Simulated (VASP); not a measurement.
Runs of VASP 6.6.1 on AgHgF3. The structure is that of space group Pm-3m (No. 221), or close to it. The cells are those of the table. 

| task | level | cell | cutoff (eV) | gap on the mesh (eV) | pressure (GPa) | relaxed volume (Å³/atom) |
| --- | --- | --- | --- | --- | --- | --- |
| relaxation of cell and atoms | r2SCAN+rVV10 | relaxed from a = 4.442 Å, 5 atoms | 600 | none | -0.1 | 17.63 |
| relaxation of cell and atoms | PBEsol | relaxed from a = 4.368 Å, 5 atoms | 600 | none | 0.0 | 17.67 |
| single point | r2SCAN+rVV10 | a = 4.434 Å, 5 atoms | 520 | none | 0.8 | - |
| single point | PBEsol | a = 4.442 Å, 5 atoms | 520 | none | (a) | - |

Alike in all rows: potentials or basis VASP PAW PBE potentials, release 64 (Ag, Hg, F); no spin polarisation; k mesh 6 × 6 × 6; smearing fermi-dirac 0.03 eV.

Q: Fill in the values left out.

A: (a) 0.5.

Caveats: the PAW data sets were made with another functional, which shifts forces and pressure a little; spin-orbit coupling is left out, which moves the levels of the heavy elements.

A k mesh can miss the band edges, and the runs leave out spin-orbit coupling on Ag, Hg.

A gap of «none» marks levels without a gap at the run's occupations.
